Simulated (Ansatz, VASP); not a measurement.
BeS: VASP beside Ansatz

```xyz
2
Lattice="0.0000 2.4188 2.4188 2.4188 0.0000 2.4188 2.4188 2.4188 0.0000" Properties=species:S:1:pos:R:3 pbc="T T T"
Be    0.0000    0.0000    0.0000
S     1.2094    1.2094    1.2094
```

Alike in both runs: functional PBEsol; k mesh 10 × 10 × 10; occupations gaussian, width 0.02 eV; no spin polarisation.

Ansatz relaxed the structure, and its values are those at the end. VASP's run is a single point on that final structure, the one shown.

```csv
,VASP,Ansatz
version,VASP 6.6.1,Ansatz 0.2.0
potentials or method,"VASP PAW PBE potentials, release 64 (Be, S), cutoff 600 eV","scalar-relativistic, plane waves, PAW"
valence electrons in the cell,8,8
```

Ansatz gave:

| Quantity | Value |
| --- | --- |
| gap on the k mesh at the Fermi level (eV) | 2.91 |
| least direct gap on the mesh (eV) | 5.58 |
| pressure (GPa) | 0.0 |

Estimate VASP's values.

gap on the k mesh at the Fermi level (eV): 2.91; least direct gap on the mesh (eV): 5.61; pressure (GPa): 0.2.

VASP's potentials were made for PBE, not for PBEsol, and Ansatz warns of the same on its side.
